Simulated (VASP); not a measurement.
# In6O (R-3m) in VASP: single point with PBE

Aim: the single point of In6O with PBE.

Program: VASP 6.6.1. These are calculated values, not measurements. Logs are shortened: lines on timing, memory, paths and dates and some standing lists are left out, and cuts for length are marked.

## (1) The cell of the first run

It takes space group R-3m (No. 166, trigonal). The conventional cell has a = 6.053 Å, b = 6.053 Å, c = 17.409 Å, α = 90.00°, β = 90.00°, γ = 120.00°. In (site symmetry 2/m) has 2 O at 3.03 Å and 12 In at 3.03 to 3.98 Å within 4.0 Å. Within 2.9 Å of In (site symmetry 3m) lie 1 O at 2.22 Å. In (site symmetry -3m) has 12 In at 3.39 to 3.56 Å and 6 O at 4.54 Å within 4.6 Å. Within 2.9 Å of O (site symmetry -3m) lie 2 In at 2.22 Å.

The cell was built from a structure type or drawn by symmetry, and may not be a known phase.

## (2) Single point, PBE

The input, INCAR:

```
SYSTEM = In6O
ALGO = Normal
EDIFF = 1E-6
ENCUT = 600
GGA = PE
GGA_COMPAT = .False.
ISIF = 2
ISMEAR = 0
LASPH = .True.
LCHARG = .True.
LELF = .True.
LREAL = .False.
LVHAR = .True.
LWAVE = .False.
NBANDS = 51
NELM = 120
PREC = Accurate
SIGMA = 0.2
```

The input, KPOINTS:

```
k-points
0
Gamma
  3 3 3
  0 0 0
```

The input, POSCAR:

```
In6O
1.0
    3.0266231567      1.7474216943      5.8029266482
   -3.0266231567      1.7474216943      5.8029266482
    0.0000000000     -3.4948433885      5.8029266482
In O
6 1
Direct
    0.5000000000      0.5000000000      0.0000000000
    0.0000000000      0.5000000000      0.5000000000
    0.5000000000      0.0000000000      0.5000000000
    0.8722868997      0.8722868997      0.8722868997
    0.1277131003      0.1277131003      0.1277131003
    0.5000000000      0.5000000000      0.5000000000
    0.0000000000      0.0000000000      0.0000000000
```

Potentials or basis: VASP PAW PBE potentials, release 64 (In_d, O).

On the command line:

```bash
> cat potpaw_PBE.64/In_d/POTCAR potpaw_PBE.64/O/POTCAR > POTCAR
> mpirun -np 1 vasp_std > vasp.out
```

OUTCAR:

```text
SYSTEM = In6O
   EDIFF = 1E-6
   ENCUT = 600
   GGA = PE
   ISIF = 2
   ISMEAR = 0
   LASPH = .True.
   LREAL = .False.
   NELM = 120
   PREC = Accurate

 ion  position               nearest neighbor table
   1  0.500  0.500  0.000-   2 3.03   3 3.03   3 3.03   2 3.03   6 3.39   6 3.39   5 3.76   4 3.76
                             5 3.76   4 3.76   4 3.98   5 3.98
   2  0.000  0.500  0.500-   3 3.03   3 3.03   1 3.03   1 3.03   6 3.39   6 3.39   5 3.76   4 3.76
                             4 3.76   5 3.76   4 3.98   5 3.98
   3  0.500  0.000  0.500-   2 3.03   2 3.03   1 3.03   1 3.03   6 3.39   6 3.39   5 3.76   4 3.76
                             5 3.76   4 3.76   4 3.98   5 3.98
   4  0.872  0.872  0.872-   7 2.22   6 3.56   6 3.56   6 3.56   5 3.75   5 3.75   5 3.75   1 3.76
                             1 3.76   3 3.76   2 3.76   3 3.76   2 3.76   2 3.98   3 3.98   1 3.98
   5  0.128  0.128  0.128-   7 2.22   6 3.56   6 3.56   6 3.56   4 3.75   4 3.75   4 3.75   1 3.76
                             1 3.76   3 3.76   2 3.76   3 3.76   2 3.76   2 3.98   3 3.98   1 3.98
   6  0.500  0.500  0.500-   1 3.39   1 3.39   3 3.39   2 3.39   3 3.39   2 3.39   5 3.56   4 3.56
                             5 3.56   4 3.56   5 3.56   4 3.56
   7  0.000  0.000  0.000-   4 2.22   5 2.22

  LATTYP: Found a trigonal (rhomboedric) cell.
 ALAT       =     6.7740599344
 COS(alpha) =     0.6007465964

  Lattice vectors:

 A1 = (   3.0266231567,   1.7474216943,   5.8029266482)
 A2 = (  -3.0266231567,   1.7474216943,   5.8029266482)
 A3 = (   0.0000000000,  -3.4948433885,   5.8029266482)

Analysis of symmetry for initial positions (statically):
=====================================================================
 Subroutine PRICEL returns:
 Original cell was already a primitive cell.

 Routine SETGRP: Setting up the symmetry group for a
 trigonal (rhombohedral) supercell.

 Subroutine GETGRP returns: Found 12 space group operations
 (whereof 12 operations were pure point group operations)
 out of a pool of 12 trial point group operations.

The static configuration has the point symmetry D_3d.

Analysis of symmetry for dynamics (positions and initial velocities):
=====================================================================
 Subroutine PRICEL returns:
 Original cell was already a primitive cell.

 Routine SETGRP: Setting up the symmetry group for a
 trigonal (rhombohedral) supercell.

 Subroutine GETGRP returns: Found 12 space group operations
 (whereof 12 operations were pure point group operations)
 out of a pool of 12 trial point group operations.

The dynamic configuration has the point symmetry D_3d.

 Subroutine INISYM returns: Found 12 space group operations
 (whereof 12 operations are pure point group operations),
 and found     1 'primitive' translations

----------------------------------------------------------------------------------------

                                     Primitive cell

  volume of cell :     184.1427

  direct lattice vectors                    reciprocal lattice vectors
     3.026623157  1.747421694  5.802926648     0.165200613  0.095378618  0.057442279
    -3.026623157  1.747421694  5.802926648    -0.165200613  0.095378618  0.057442279
     0.000000000 -3.494843389  5.802926648     0.000000000 -0.190757236  0.057442279

  length of vectors
     6.774059934  6.774059934  6.774059934     0.199218319  0.199218319  0.199218319

  position of ions in fractional coordinates (direct lattice)
     0.500000000  0.500000000  1.000000000
     1.000000000  0.500000000  0.500000000
     0.500000000  1.000000000  0.500000000
     0.872286900  0.872286900  0.872286900
     0.127713100  0.127713100  0.127713100
     0.500000000  0.500000000  0.500000000
     0.000000000  0.000000000  0.000000000

  ion indices of the primitive-cell ions
   primitive index   ion index
                 1           1
                 2           2
                 3           3
                 4           4
                 5           5
                 6           6
                 7           7

----------------------------------------------------------------------------------------

 KPOINTS: k-points

Automatic generation of k-mesh.
 Grid dimensions read from file:
 generate k-points for:    3    3    3

 Generating k-lattice:

  Cartesian coordinates                     Fractional coordinates (reciprocal lattice)
     0.055066871  0.031792873  0.019147426     0.333333333 -0.000000000 -0.000000000
    -0.055066871  0.031792873  0.019147426    -0.000000000  0.333333333 -0.000000000
     0.000000000 -0.063585745  0.019147426    -0.000000000 -0.000000000  0.333333333

  Length of vectors
     0.066406106  0.066406106  0.066406106

  Shift w.r.t. Gamma in fractional coordinates (k-lattice)
     0.000000000  0.000000000  0.000000000

 Subroutine IBZKPT returns following result:
 ===========================================

 Found      6 irreducible k-points:

 Following reciprocal coordinates:
            Coordinates               Weight
  0.000000  0.000000  0.000000      1.000000
  0.333333  0.000000 -0.000000      6.000000
  0.333333  0.333333 -0.000000      6.000000
 -0.333333  0.333333  0.000000      6.000000
  0.333333  0.333333  0.333333      2.000000
 -0.333333  0.333333  0.333333      6.000000
   k-points           NKPTS =      6   k-points in BZ     NKDIM =      6   number of bands    NBANDS=     51
   number of dos      NEDOS =    301   number of ions     NIONS =      7
   total plane-waves  NPLWV = 157464
   dimension x,y,z NGX =    54 NGY =   54 NGZ =   54
   dimension x,y,z NGXF=   108 NGYF=  108 NGZF=  108
   ions per type =               6   1
   NGX,Y,Z   is equivalent  to a cutoff of  13.25, 13.25, 13.25 a.u.
   NGXF,Y,Z  is equivalent  to a cutoff of  26.50, 26.50, 26.50 a.u.
 SYSTEM =  In6O
   PREC   = accura    normal or accurate (medium, high low for compatibility)
   ISTART =      0    job   : 0-new  1-cont  2-samecut
   ICHARG =      2    charge: 1-file 2-atom 10-const
   ISPIN  =      1    spin polarized calculation?
   LNONCOLLINEAR =      F non collinear calculations
   LSORBIT =      F    spin-orbit coupling
   LASPH  =      T    aspherical Exc in radial PAW
   ENCUT  =  600.0 eV  44.10 Ry    6.64 a.u.  13.53 13.53 13.53*2*pi/ulx,y,z
   NELM   =    120;   NELMIN=  2; NELMDL= -5     # of ELM steps
   EDIFF  = 0.1E-05   stopping-criterion for ELM
   LREAL  =      F    real-space projection
   EDIFFG = 0.1E-04   stopping-criterion for IOM
   NSW    =      0    number of steps for IOM
   IBRION =     -1    ionic relax: 0-MD 1-quasi-New 2-CG
   NFREE  =      0    steps in history (QN), initial steepest desc. (CG)
   ISIF   =      2    stress and relaxation
   ISYM   =      2    0-nonsym 1-usesym 2-fastsym
   POTIM  = 0.5000    time-step for ionic-motion
   TEBEG  =    0.0;   TEEND  =   0.0 temperature during run
   PSTRESS=    0.0 pullay stress
   NELECT =      84.0000    total number of electrons
   NUPDOWN=      -1.0000    fix difference up-down
   EMIN   =  10.00;   EMAX   =-10.00  energy-range for DOS
   EFERMI =   0.00;   METHOD = LEGACY
   ISMEAR =     0;   SIGMA  =   0.20  broadening in eV -4-tet -1-fermi 0-gaus
   EFERMI_NEDOS =   21; number of points for ismear=-14 and -15
   IALGO  =     38    algorithm
   IMIX   =      4    mixing-type and parameters
     AMIX     =   0.40;   BMIX     =  1.00
     AMIX_MAG =   1.60;   BMIX_MAG =  1.00
  volume/ion in A,a.u.               =      26.31       177.52
  Fermi-wavevector in a.u.,A,eV,Ry     =   1.260230  2.381489 21.608494  1.588179
  Thomas-Fermi vector in A             =   2.393750
   LORBIT       =      0    0 simple, 1 ext, 2 COOP (PROOUT), +10 PAW based schemes
   GGA     = PE    functional components
   LHFCALC =     F    Hartree Fock is set to
   AEXX    =    0.0000 exact exchange contribution
   IVDW    =     0    specifies the selected vdW correction
   LEPSILON=     F    determine dielectric tensor
   LRPA    =     F    only Hartree local field effects (RPA)
 non-spin polarized calculation
 Gauss-broadening in eV      SIGMA  =   0.20
  energy-cutoff  :      600.00
  volume of cell :      184.14
 maximum number of plane-waves:      6167
 NGX is ok and might be reduce to    54
   NGX = 27   NGY = 27   NGZ = 27

 number of electron      84.0000013 magnetization

 Free energy of the ion-electron system (eV)
  ---------------------------------------------------
  ext. energy  EPLUGINS =         0.00000000
  ---------------------------------------------------
  free energy    TOTEN  =       -20.94707439 eV

  energy without entropy =      -20.87551376  energy(sigma->0) =      -20.91129407

 E-fermi :   6.1242     XC(G=0):  -9.7198

 val. band max:        6.0904976558   @ k =   0.3333   0.3333  -0.0000
 cond. band min:       6.1709453456   @ k =   0.3333   0.3333   0.3333
 fundamental gap:      0.0804476898
 Fermi energy:         6.1241529365

 k-point     1 :       0.0000    0.0000    0.0000
  band No.  band energies     occupation
      1     -11.6366      2.00000
      2      -8.8948      2.00000
      3      -8.7840      2.00000
      4      -8.7840      2.00000
      5      -8.6874      2.00000
      6      -8.5479      2.00000
[... 43 lines left out ...]
     50      11.0540      0.00000
     51      11.0540      0.00000

 k-point     2 :       0.3333    0.0000   -0.0000
  band No.  band energies     occupation
      1     -11.6183      2.00000
      2      -8.8075      2.00000
      3      -8.7042      2.00000
      4      -8.6293      2.00000
      5      -8.6208      2.00000
      6      -8.5172      2.00000
[... 43 lines left out ...]
     50      10.5558      0.00000
     51      10.6071      0.00000

 k-point     3 :       0.3333    0.3333   -0.0000
  band No.  band energies     occupation
      1     -11.6178      2.00000
      2      -8.8056      2.00000
      3      -8.7020      2.00000
      4      -8.6206      2.00000
      5      -8.6012      2.00000
      6      -8.5236      2.00000
[... 43 lines left out ...]
     50       9.9827      0.00000
     51      10.2883      0.00000

 k-point     4 :      -0.3333    0.3333    0.0000
  band No.  band energies     occupation
      1     -11.6089      2.00000
      2      -8.6898      2.00000
      3      -8.6144      2.00000
      4      -8.6099      2.00000
      5      -8.5573      2.00000
      6      -8.5142      2.00000
[... 43 lines left out ...]
     50      11.0248      0.00000
     51      11.3760      0.00000

 k-point     5 :       0.3333    0.3333    0.3333
  band No.  band energies     occupation
      1     -11.6350      2.00000
      2      -8.8894      2.00000
      3      -8.7826      2.00000
      4      -8.7826      2.00000
      5      -8.6436      2.00000
      6      -8.5204      2.00000
[... 43 lines left out ...]
     50       9.2407      0.00000
     51       9.6792      0.00000

 k-point     6 :      -0.3333    0.3333    0.3333
  band No.  band energies     occupation
      1     -11.6173      2.00000
      2      -8.8045      2.00000
      3      -8.7007      2.00000
      4      -8.6197      2.00000
      5      -8.5838      2.00000
      6      -8.4938      2.00000
[... 43 lines left out ...]
     50      10.0239      0.00000
     51      10.1877      0.00000

------------------------ aborting loop because EDIFF is reached ----------------------------------------

  FORCE on cell =-STRESS in cart. coord.  units (eV):
  Direction    XX          YY          ZZ          XY          YZ          ZX
  --------------------------------------------------------------------------------------
  -------------------------------------------------------------------------------------
  Total       -0.0852048     -0.0852048      0.1107089      0.0000000      0.0000000      0.0000000
  in kB       -0.7413450     -0.7413450      0.9632497      0.0000000      0.0000000      0.0000000
  external PRESSURE =      -0.1731468 kB  Pullay stress =       0.0000000 kB

 VOLUME and BASIS-vectors are now :
 -----------------------------------------------------------------------------
  energy-cutoff  :      600.00
  volume of cell :      184.14
      direct lattice vectors                 reciprocal lattice vectors
     3.026623157  1.747421694  5.802926648     0.165200613  0.095378618  0.057442279
    -3.026623157  1.747421694  5.802926648    -0.165200613  0.095378618  0.057442279
     0.000000000 -3.494843389  5.802926648     0.000000000 -0.190757236  0.057442279

 POSITION                                       TOTAL-FORCE (eV/Angst)
 -----------------------------------------------------------------------------------
      0.00000      1.74742      5.80293         0.000000     -0.000000      0.000000
     -1.51331     -0.87371      5.80293         0.000000     -0.000000     -0.000000
      1.51331     -0.87371      5.80293        -0.000000     -0.000000      0.000000
      0.00000      0.00000     15.18545         0.000000      0.000000      0.025247
      0.00000      0.00000      2.22333         0.000000     -0.000000     -0.025247
      0.00000      0.00000      8.70439         0.000000     -0.000000      0.000000
      0.00000      0.00000      0.00000         0.000000     -0.000000      0.000000
 -----------------------------------------------------------------------------------
    total drift:                               -0.000000      0.000000     -0.000000

  FREE ENERGIE OF THE ION-ELECTRON SYSTEM (eV)
  ---------------------------------------------------
  free  energy   TOTEN  =       -20.9470743873 eV

  energy  without entropy=      -20.8755137606  energy(sigma->0) =      -20.91129407
```

It took 5.4 min on 1 thread of Intel Xeon 8259CL, shared host; peak memory 0.41 GiB.

Results:

* Free energy: -20.9471 eV
* Pressure: 0.0 GPa
* Largest force: 0.025 eV/Å
* Band gap on the k mesh: zero (bands 42 and 43 overlap by 0.76 eV)

Forces in eV/Å, atoms in the order of the input:
```
In   0.000  0.000  0.000
In   0.000  0.000  0.000
In   0.000  0.000  0.000
In   0.000  0.000  0.025
In   0.000  0.000 -0.025
In   0.000  0.000  0.000
O    0.000  0.000  0.000
```

Stress tensor (GPa, compression positive):
```
-0.07  0.00  0.00
 0.00 -0.07  0.00
 0.00  0.00  0.10
```

Caveat: the k points lie up to 0.42 Å⁻¹ apart, too coarse for converged energies and pressures of a metal; spin-orbit coupling is left out, which moves the levels of the heavy elements.
